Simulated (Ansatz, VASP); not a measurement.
## SnTe in VASP and in Ansatz

File INCAR:

```
SYSTEM = SnTe
ALGO     = Normal         ! electronic algorithm
EDIFF    = 1E-7           ! SCF threshold, eV
ENCUT    = 520            ! plane-wave cutoff, eV
GGA      = PE             ! functional
ISIF     = 2              ! what is computed and relaxed
ISMEAR   = 0              ! smearing method
LASPH    = .True.         ! aspherical terms in the spheres
LCHARG   = .False.        ! write CHGCAR
LREAL    = .False.        ! projectors in reciprocal space
LWAVE    = .False.        ! write WAVECAR
NBANDS   = 17             ! bands
NELM     = 100            ! most SCF steps
PREC     = Accurate       ! precision mode
SIGMA    = 0.03           ! smearing width, eV
```

File KPOINTS:

```
k-points
0
Gamma
  10 10 10
  0 0 0
```

The input POSCAR:

```
SnTe
1.0
    0.0000000000      3.3143250000      3.2354125000
    3.3143250000      0.0000000000      3.2354125000
    3.3143250000      3.3143250000      0.0000000000
Sn Te
1 1
Direct
    0.0000000000      0.0000000000      0.0000000000
    0.5000000000      0.5000000000      0.5000000000
```

Input for Ansatz:

```yaml
crystal:
  lattice:
    - [0.0, 3.314325, 3.2354125]
    - [3.314325, 0.0, 3.2354125]
    - [3.314325, 3.314325, 0.0]
  atoms:
    - { symbol: Sn, position: [0.0, 0.0, 0.0] }
    - { symbol: Te, position: [0.5, 0.5, 0.5] }
basis:
  ecutwfc: 420
kpoints:
  mp_grid: { grid: [10, 10, 10] }
hamiltonian:
  xc: pbe
scf:
  occupations: { method: gaussian, width: 0.03 }
output:
  forces: true
  stress: true
  eigenvalues: true
```

Change from the starting cell: strain +0.050 along x and y, +0.025 along z, atoms carried along.

Alike in both runs: task single point; functional PBE; k mesh 10 × 10 × 10; occupations gaussian, width 0.03 eV; no spin polarisation.

|  | VASP | Ansatz |
| --- | --- | --- |
| version | VASP 6.6.1 | Ansatz 0.2.0 |
| potentials or method | VASP PAW PBE potentials, release 64 (Sn_d, Te), cutoff 520 eV | scalar-relativistic, plane waves, PAW |
| valence electrons in the cell | 20 | 30 |

```csv
,VASP,Ansatz,Ansatz less VASP
gap on the k mesh at the Fermi level (eV),0.23,0.23,+0.001
least direct gap on the mesh (eV),0.23,0.23,+0.001
pressure (GPa),-2.6,-2.6,+0.03
"traceless stress, the component that is largest in VASP (GPa)",1.33,1.33,-0.003
```

The functional is the same, so the differences come from potentials, cutoffs and numerics. VASP's potentials hold 20 valence electrons a cell and Ansatz's 30, so a difference there can come from the potentials and not from the codes.

Spin-orbit coupling is off throughout.
